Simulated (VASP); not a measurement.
# Si16C (a cell with a defect) in VASP: a series of runs

The runs below take Si16C (a cell with a defect) through single point, with PBE.

All numbers are computed with VASP 6.6.1; they aren't measurements. Logs are shortened: lines on timing, memory, paths and dates and some standing lists are left out, and cuts for length are marked.

## (1) The cell of the first run

The cell holds a defect, 17 atoms: a = 7.735 Å, b = 7.735 Å, c = 7.735 Å, α = 60.00°, β = 60.00°, γ = 60.00°.

## (2) Single point, PBE, collinear spin (with an interstitial atom, then relaxed in part)

File INCAR:

```
PREC = Accurate ; ENCUT = 520
EDIFF = 1E-6 ; ISMEAR = 0
SIGMA = 0.01 ; LREAL = Auto
LASPH = True ; NELM = 150
ALGO = Normal ; ISIF = 2
LWAVE = False ; LCHARG = True
ISPIN = 2 ; MAGMOM = 0 0 0 0.091 0 0.091 0.091 0.091 0 0.091 0.091 0.091 0.091 0.091 0.091 0 0.091
LORBIT = 11 ; GGA = PE
LELF = True ; LVHAR = True
NBANDS = 52 ; NELECT = 69.0
```

File KPOINTS:

```
regular mesh
0
Gamma
  2 2 2
```

File POSCAR:

```
Si16C
1.0
    0.0000000000      5.4696766497      5.4696766497
    5.4696766497      0.0000000000      5.4696766497
    5.4696766497      5.4696766497      0.0000000000
Si C
16 1
Direct
    0.3603163644      0.4056228897      0.3659129367
    0.4230088333      0.3183899625      0.8366039078
    0.3302701458      0.9698499434      0.3705979280
    0.3251525604      0.8613636605      0.9315411975
    0.8691961707      0.4055861597      0.3659028218
    0.8666421420      0.3804100860      0.8872704109
    0.8445919017      0.8851970630      0.4265845139
    0.8829715453      0.8613244883      0.9315249143
    0.2148283054      0.4306839842      0.1407058401
    0.2383842052      0.2295454864      0.7406476579
    0.2232086058      0.7753692611      0.3040358715
    0.3187509558      0.6876914574      0.6758434092
    0.7371384906      0.2623538099      0.2643683021
    0.7924458623      0.2295017810      0.7406394671
    0.6983784164      0.7753411687      0.3040245649
    0.7221163891      0.7527254472      0.8039147763
    0.1666324402     -0.2728600789     -0.0593495141
```

Potentials or basis: VASP PAW PBE potentials, release 64 (Si, C).

Run with:

```sh
cat potpaw_PBE.64/Si/POTCAR potpaw_PBE.64/C/POTCAR > POTCAR
mpirun -np 1 vasp_std > vasp.out
```

OUTCAR:

```text
PREC = Accurate
   ENCUT = 520
   EDIFF = 1E-6
   ISMEAR = 0
   LREAL = Auto
   LASPH = True
   NELM = 150
   ISIF = 2
   ISPIN = 2
   LORBIT = 11
   GGA = PE
   NELECT = 69.0

 ion  position               nearest neighbor table
   1  0.360  0.406  0.366-  11 2.37  13 2.39   9 2.40  10 2.40
   2  0.423  0.318  0.837-  12 2.35  10 2.37  14 2.37   9 2.40
   3  0.330  0.970  0.371-  12 2.28  11 2.38  15 2.38   9 2.96
   4  0.325  0.861  0.932-  17 1.92  10 2.37  11 2.39  16 2.52  12 2.92
   5  0.869  0.406  0.366-  15 2.37  13 2.39   9 2.40  14 2.40
   6  0.867  0.380  0.887-  16 2.37  10 2.37  14 2.37  13 2.38
   7  0.845  0.885  0.427-  16 2.38  13 2.39  11 2.40  15 2.40
   8  0.883  0.861  0.932-  17 1.92  14 2.37  15 2.39  16 2.52  12 2.92
   9  0.215  0.431  0.141-  17 1.99   2 2.40   1 2.40   5 2.40   3 2.96  12 3.01
  10  0.238  0.230  0.741-   2 2.37   4 2.37   6 2.37   1 2.40
  11  0.223  0.775  0.304-   1 2.37   3 2.38   4 2.39   7 2.40  12 2.99
  12  0.319  0.688  0.676-  17 1.88   3 2.28   2 2.35   8 2.92   4 2.92  15 2.99  11 2.99   9 3.01

  13  0.737  0.262  0.264-   6 2.38   1 2.39   5 2.39   7 2.39
  14  0.792  0.230  0.741-   2 2.37   8 2.37   6 2.37   5 2.40
  15  0.698  0.775  0.304-   5 2.37   3 2.38   8 2.39   7 2.40  12 2.99
  16  0.722  0.753  0.804-   6 2.37   7 2.38   4 2.52   8 2.52
  17  0.167  0.727  0.941-  12 1.88   4 1.92   8 1.92   9 1.99

  LATTYP: Found a face centered cubic cell.
 ALAT       =    10.9393532994

  Lattice vectors:

 A1 = (   0.0000000000,   5.4696766497,   5.4696766497)
 A2 = (   5.4696766497,   0.0000000000,   5.4696766497)
 A3 = (   5.4696766497,   5.4696766497,   0.0000000000)

Analysis of symmetry for initial positions (statically):
=====================================================================
 Subroutine PRICEL returns:
 Original cell was already a primitive cell.

 Routine SETGRP: Setting up the symmetry group for a
 face centered cubic supercell.

 Subroutine GETGRP returns: Found  1 space group operations
 (whereof  1 operations were pure point group operations)
 out of a pool of 48 trial point group operations.

The static configuration has the point symmetry C_1 .

Analysis of symmetry for dynamics (positions and initial velocities):
=====================================================================
 Subroutine PRICEL returns:
 Original cell was already a primitive cell.

 Routine SETGRP: Setting up the symmetry group for a
 face centered cubic supercell.

 Subroutine GETGRP returns: Found  1 space group operations
 (whereof  1 operations were pure point group operations)
 out of a pool of 48 trial point group operations.

The dynamic configuration has the point symmetry C_1 .

Analysis of structural, dynamic, and magnetic symmetry:
=====================================================================
 Subroutine PRICEL returns:
 Original cell was already a primitive cell.

 Routine SETGRP: Setting up the symmetry group for a
 face centered cubic supercell.

 Subroutine GETGRP returns: Found  1 space group operations
 (whereof  1 operations were pure point group operations)
 out of a pool of 48 trial point group operations.

The overall configuration has the point symmetry C_1 .

 Subroutine INISYM returns: Found  1 space group operations
 (whereof  1 operations are pure point group operations),
 and found     1 'primitive' translations

----------------------------------------------------------------------------------------

                                     Primitive cell

  volume of cell :     327.2766

  direct lattice vectors                    reciprocal lattice vectors
     0.000000000  5.469676650  5.469676650    -0.091413082  0.091413082  0.091413082
     5.469676650  0.000000000  5.469676650     0.091413082 -0.091413082  0.091413082
     5.469676650  5.469676650  0.000000000     0.091413082  0.091413082 -0.091413082

  length of vectors
     7.735290900  7.735290900  7.735290900     0.158332102  0.158332102  0.158332102

  position of ions in fractional coordinates (direct lattice)
     0.360316364  0.405622890  0.365912937
     0.423008833  0.318389962  0.836603908
     0.330270146  0.969849943  0.370597928
     0.325152560  0.861363660  0.931541198
     0.869196171  0.405586160  0.365902822
     0.866642142  0.380410086  0.887270411
[... 9 lines left out ...]
     0.722116389  0.752725447  0.803914776
     0.166632440  0.727139921  0.940650486

  ion indices of the primitive-cell ions
   primitive index   ion index
                 1           1
                 2           2
                 3           3
                 4           4
                 5           5
                 6           6
[... 9 lines left out ...]
                16          16
                17          17

----------------------------------------------------------------------------------------

 KPOINTS: regular mesh

Automatic generation of k-mesh.
 Grid dimensions read from file:
[... 70 lines left out ...]
  Fermi-wavevector in a.u.,A,eV,Ry     =   0.974360  1.841274 12.917070  0.949378
  Thomas-Fermi vector in A             =   2.104814
   LORBIT       =     11    0 simple, 1 ext, 2 COOP (PROOUT), +10 PAW based schemes
   GGA     = PE    functional components
   LHFCALC =     F    Hartree Fock is set to
   AEXX    =    0.0000 exact exchange contribution
   IVDW    =     0    specifies the selected vdW correction
   LEPSILON=     F    determine dielectric tensor
   LRPA    =     F    only Hartree local field effects (RPA)
 spin polarized calculation
 Gauss-broadening in eV      SIGMA  =   0.01
  energy-cutoff  :      520.00
  volume of cell :      327.28
 maximum number of plane-waves:      8824
 NGX is ok and might be reduce to    60
   NGX = 29   NGY = 29   NGZ = 29

 number of electron      69.0000000 magnetization      -0.0009355

 number of electron      69.0000000 magnetization       0.0000578

 Free energy of the ion-electron system (eV)
  ---------------------------------------------------
  ext. energy  EPLUGINS =         0.00000000
  ---------------------------------------------------
  free energy    TOTEN  =       -85.24534640 eV

  energy without entropy =      -85.24517664  energy(sigma->0) =      -85.24526152

 E-fermi :   6.3843     XC(G=0):  -9.5871

 val. band max:        6.3697092883   @ k =   0.0000   0.0000   0.0000
 cond. band min:       6.3988030072   @ k =   0.0000   0.5000   0.5000
 fundamental gap:      0.0290937188
 Fermi energy:         6.3842570397

 spin component 1

 k-point     1 :       0.0000    0.0000    0.0000
  band No.  band energies     occupation
      1      -7.5668      1.00000
      2      -5.2855      1.00000
      3      -3.9000      1.00000
      4      -3.8250      1.00000
      5      -3.6659      1.00000
      6      -3.3956      1.00000
[... 381 lines left out ...]
     45       9.6521      0.00000
     46       9.9127      0.00000
 Fermi energy:         6.3842570397

 spin component 2

 k-point     1 :       0.0000    0.0000    0.0000
  band No.  band energies     occupation
      1      -7.5668      1.00000
      2      -5.2855      1.00000
      3      -3.8999      1.00000
      4      -3.8250      1.00000
      5      -3.6659      1.00000
      6      -3.3956      1.00000
[... 381 lines left out ...]
     45       9.6521      0.00000
     46       9.9127      0.00000
 [bands above 46 left out]

------------------------ aborting loop because EDIFF is reached ----------------------------------------

  FORCE on cell =-STRESS in cart. coord.  units (eV):
  Direction    XX          YY          ZZ          XY          YZ          ZX
  --------------------------------------------------------------------------------------
  -------------------------------------------------------------------------------------
  Total       12.0916764      4.9399127      4.9398119     -1.4198723     -2.9970035      1.4175229
  in kB       59.1946071     24.1832631     24.1827695     -6.9509622    -14.6717826      6.9394607
  external PRESSURE =      35.8535466 kB  Pullay stress =       0.0000000 kB

 VOLUME and BASIS-vectors are now :
 -----------------------------------------------------------------------------
  energy-cutoff  :      520.00
  volume of cell :      327.28
      direct lattice vectors                 reciprocal lattice vectors
     0.000000000  5.469676650  5.469676650    -0.091413082  0.091413082  0.091413082
     5.469676650  0.000000000  5.469676650     0.091413082 -0.091413082  0.091413082
     5.469676650  5.469676650  0.000000000     0.091413082  0.091413082 -0.091413082

 POSITION                                       TOTAL-FORCE (eV/Angst)
 -----------------------------------------------------------------------------------
      4.22005      3.97224      4.18944         0.005223     -0.002137      0.002814
      6.31744      6.88967      4.05521         0.001185     -0.001535      0.000289
      7.33182      3.83352      7.11124        -0.010037      0.014116     -0.014029
      9.80661      6.87371      6.48986         0.007097      0.003856      0.009715
      4.21980      6.75559      6.97265         0.004941     -0.003769      0.003102
      6.93380      9.59333      6.82097        -0.001301      0.000948     -0.000925
[... 9 lines left out ...]
      8.51432      8.34690      8.06691        -0.009647     -0.000986      0.006041
      9.12227      6.05648      4.88865        -0.001807     -0.002186     -0.000335
 -----------------------------------------------------------------------------------
    total drift:                                0.002194     -0.000607      0.000171

  FREE ENERGIE OF THE ION-ELECTRON SYSTEM (eV)
  ---------------------------------------------------
  free  energy   TOTEN  =       -85.2453463965 eV

  energy  without entropy=      -85.2451766404  energy(sigma->0) =      -85.24526152

 total charge

# of ion       s       p       d       tot
------------------------------------------
    1        0.749   0.917   0.000   1.666
    2        0.768   0.931   0.000   1.699
    3        0.828   0.851   0.000   1.679
    4        0.760   0.881   0.000   1.641
    5        0.749   0.917   0.000   1.666
    6        0.746   0.939   0.000   1.685
[... 9 lines left out ...]
   16        0.756   0.884   0.000   1.640
   17        0.863   1.592   0.000   2.455
--------------------------------------------------
tot         13.041  16.094   0.000  29.135

 magnetization (x)

# of ion       s       p       d       tot
------------------------------------------
    1       -0.000  -0.000   0.000  -0.000
    2       -0.000  -0.000   0.000  -0.000
    3       -0.000  -0.000   0.000  -0.000
    4        0.000   0.000   0.000   0.000
    5       -0.000  -0.000   0.000  -0.000
    6        0.000   0.000   0.000   0.000
[... 9 lines left out ...]
   16        0.000  -0.000   0.000  -0.000
   17        0.000  -0.000   0.000  -0.000
--------------------------------------------------
tot          0.000   0.000   0.000   0.000
```

It took 21 min on 1 thread of AMD EPYC 7R43 (Zen 3), shared host; peak memory 0.66 GiB.

What came out:

```yaml
Free_energy: -85.2453 eV
Largest_force: 0.022 eV/Å
Net_moment: 0.00 μB per cell
Valence_electrons_inside_the_program's_atomic_spheres: Si 1.67, 1.70, 1.68, 1.64, 1.69, 1.63 (each value once); C 2.46
```

Forces on the atoms (eV/Å):
```
Si   0.005 -0.002  0.003
Si   0.001 -0.002  0.000
Si  -0.010  0.014 -0.014
Si   0.007  0.004  0.010
Si   0.005 -0.004  0.003
Si  -0.001  0.001 -0.001
Si   0.002 -0.002  0.002
Si   0.006 -0.010 -0.006
Si   0.001  0.007 -0.007
Si   0.002  0.002  0.002
Si   0.002  0.004 -0.003
Si  -0.011 -0.013  0.012
Si  -0.002  0.002 -0.002
Si   0.002 -0.002 -0.003
Si   0.002  0.003 -0.003
Si  -0.010 -0.001  0.006
C   -0.002 -0.002  0.000
```

Levels at points of the mesh, in eV from the Fermi level:
Spin up:
| k point | band 30 | band 31 | band 32 | band 33 | band 34 | band 35 | band 36 | band 37 | band 38 | band 39 |
| --- | --- | --- | --- | --- | --- | --- | --- | --- | --- | --- |
| (0.00, 0.00, 0.00) | -1.51 | -1.31 | -1.03 | -0.71 | -0.57 | -0.39 | -0.21 | -0.01 | 0.28 | 0.57 |
| (0.50, 0.00, 0.00) | -1.95 | -1.58 | -1.27 | -1.25 | -0.96 | 0.28 | 0.64 | 0.78 | 0.95 | 1.04 |
| (0.00, 0.50, 0.00) | -1.85 | -1.65 | -1.34 | -1.16 | -0.96 | -0.24 | 0.38 | 0.54 | 0.92 | 1.08 |
| (0.00, 0.00, 0.50) | -1.73 | -1.69 | -1.43 | -1.32 | -0.61 | 0.33 | 0.34 | 0.74 | 1.02 | 1.05 |
| (0.50, 0.50, 0.50) | -1.95 | -1.58 | -1.27 | -1.25 | -0.96 | 0.28 | 0.64 | 0.78 | 0.95 | 1.04 |
| (0.50, 0.50, 0.00) | -2.15 | -1.99 | -1.63 | -1.54 | -0.90 | 0.31 | 0.85 | 0.94 | 1.49 | 1.77 |
| (0.00, 0.50, 0.50) | -1.92 | -1.89 | -1.73 | -1.72 | -1.02 | 0.01 | 0.55 | 1.11 | 1.29 | 1.53 |
| (0.50, 0.00, 0.50) | -2.15 | -1.99 | -1.63 | -1.54 | -0.90 | 0.31 | 0.85 | 0.94 | 1.49 | 1.77 |
Spin down:
```
           k point  band 31  band 32  band 33  band 34  band 35  band 36  band 37  band 38
(0.00, 0.00, 0.00)    -1.31    -1.03    -0.71    -0.57    -0.39    -0.21    -0.01     0.28
(0.50, 0.00, 0.00)    -1.58    -1.27    -1.25    -0.96     0.28     0.64     0.78     0.95
(0.00, 0.50, 0.00)    -1.65    -1.34    -1.16    -0.96    -0.24     0.38     0.54     0.92
(0.00, 0.00, 0.50)    -1.69    -1.43    -1.32    -0.61     0.33     0.34     0.74     1.02
(0.50, 0.50, 0.50)    -1.58    -1.27    -1.25    -0.96     0.28     0.64     0.78     0.95
(0.50, 0.50, 0.00)    -1.99    -1.63    -1.54    -0.90     0.31     0.85     0.94     1.49
(0.00, 0.50, 0.50)    -1.89    -1.73    -1.72    -1.02     0.01     0.55     1.11     1.29
(0.50, 0.00, 0.50)    -1.99    -1.63    -1.54    -0.90     0.31     0.85     0.94     1.49
```

Caveat: the k points lie up to 0.50 Å⁻¹ apart; the cell carries a net charge on a neutralising background, which shifts energy and pressure; the cell differs from its parent crystal (with an interstitial atom, then relaxed in part); the cell is charged against a uniform background, so pressure and absolute levels hang on convention.

## (3) Single point, PBE (with an interstitial atom, then relaxed in part)

File INCAR:

```
SYSTEM = Si16C
  PREC = Accurate
  ENCUT = 520
  EDIFF = 1E-7
  ISMEAR = 0
  SIGMA = 0.01
  LREAL = Auto
  LASPH = .True.
  NELM = 100
  ALGO = Normal
  ISIF = 2
  LWAVE = .False.
  LCHARG = .True.
  GGA = PE
  LELF = .True.
  LVHAR = .True.
  NBANDS = 48
```

File KPOINTS:

```
regular mesh
0
Gamma
  2 2 2
  0 0 0
```

File POSCAR:

```
Si16C
1.0
    0.0000000000      5.4696766500     -5.4696766500
    5.4696766500      5.4696766500      0.0000000000
    5.4696766500      0.0000000000     -5.4696766500
Si C
16 1
Direct
    0.1232059161      0.0986335531      0.1059179065
    0.1460799254      0.5973062989      0.1101247498
    0.6718965676      0.0985345837      0.1058378680
    0.6215679731      0.6638283435      0.0925057126
    0.1439705500      0.1121119774      0.5994997091
    0.1392933504      0.6148277356      0.6092061661
    0.6143928518      0.1117956788      0.6588629654
    0.6363118690      0.6148460110      0.6091900515
    0.2583307226      0.7326036904      0.2361132736
    0.2754740429      0.2228786720      0.2259370571
    0.7725062752      0.7325245238      0.2360945339
    0.6845395416      0.3206207810      0.3094553480
    0.2626103359      0.7380533780      0.7363446927
    0.2499875756      0.2410910802      0.7377351460
    0.7661996968      0.7441723138      0.7230747372
    0.7706983021      0.2411144879      0.7376439860
   -0.1547019014      0.1311485142      0.1778192339
```

Potentials or basis: VASP PAW PBE potentials, release 64 (Si, C).

Run with:

```sh
cat potpaw_PBE.64/Si/POTCAR potpaw_PBE.64/C/POTCAR > POTCAR
mpirun -np 1 vasp_std > vasp.out
```

It took 6.5 min on 1 thread of Intel Xeon 8259CL, shared host; peak memory 0.49 GiB.

It converged, with:

```yaml
Free_energy: -91.2680 eV
Pressure: 2.3 GPa
Largest_force: 0.012 eV/Å
Band_gap_on_the_k_mesh: zero (bands 34 and 35 overlap by 0.65 eV)
```

Forces on the atoms (eV/Å):
```
Si  -0.007  0.001 -0.002
Si   0.005 -0.001  0.000
Si  -0.004  0.004 -0.003
Si   0.008  0.001  0.000
Si  -0.001  0.000  0.001
Si  -0.002  0.001  0.002
Si  -0.001  0.010  0.007
Si  -0.002  0.000  0.003
Si  -0.001  0.007 -0.002
Si  -0.002 -0.004  0.001
Si  -0.003 -0.002  0.005
Si   0.004 -0.004 -0.005
Si   0.003  0.000 -0.001
Si   0.000  0.001 -0.006
Si   0.005 -0.006 -0.004
Si  -0.001 -0.006 -0.001
C    0.001 -0.002  0.003
```

Stress tensor (GPa, compression positive):
```
4.80 0.00 0.00
0.00 1.12 1.62
0.00 1.62 1.11
```

Levels at points of the mesh, in eV from the Fermi level:
| k point | band 31 | band 32 | band 33 | band 34 | band 35 | band 36 | band 37 | band 38 |
| --- | --- | --- | --- | --- | --- | --- | --- | --- |
| (0.00, 0.00, 0.00) | -1.22 | -0.79 | -0.49 | -0.43 | -0.29 | -0.09 | 0.34 | 0.46 |
| (0.50, 0.00, 0.00) | -1.39 | -1.24 | -1.00 | -0.05 | 0.63 | 0.72 | 1.04 | 1.19 |
| (0.00, 0.50, 0.00) | -1.26 | -1.21 | -1.11 | -0.11 | 0.65 | 0.75 | 1.05 | 1.12 |
| (0.00, 0.00, 0.50) | -1.25 | -1.25 | -1.02 | 0.07 | 0.44 | 0.78 | 0.96 | 1.16 |
| (0.50, 0.50, 0.50) | -1.39 | -1.24 | -1.00 | -0.05 | 0.63 | 0.72 | 1.04 | 1.19 |
| (0.50, 0.50, 0.00) | -1.82 | -1.68 | -1.06 | -0.74 | 0.89 | 1.19 | 1.39 | 1.89 |
| (0.00, 0.50, 0.50) | -1.80 | -1.74 | -1.11 | 0.36 | 0.49 | 1.06 | 1.48 | 1.70 |
| (0.50, 0.00, 0.50) | -1.82 | -1.68 | -1.06 | -0.74 | 0.89 | 1.19 | 1.39 | 1.89 |

Caveat: the k points lie up to 0.50 Å⁻¹ apart, too coarse for converged energies and pressures of a metal; the cell differs from its parent crystal (with an interstitial atom, then relaxed in part).
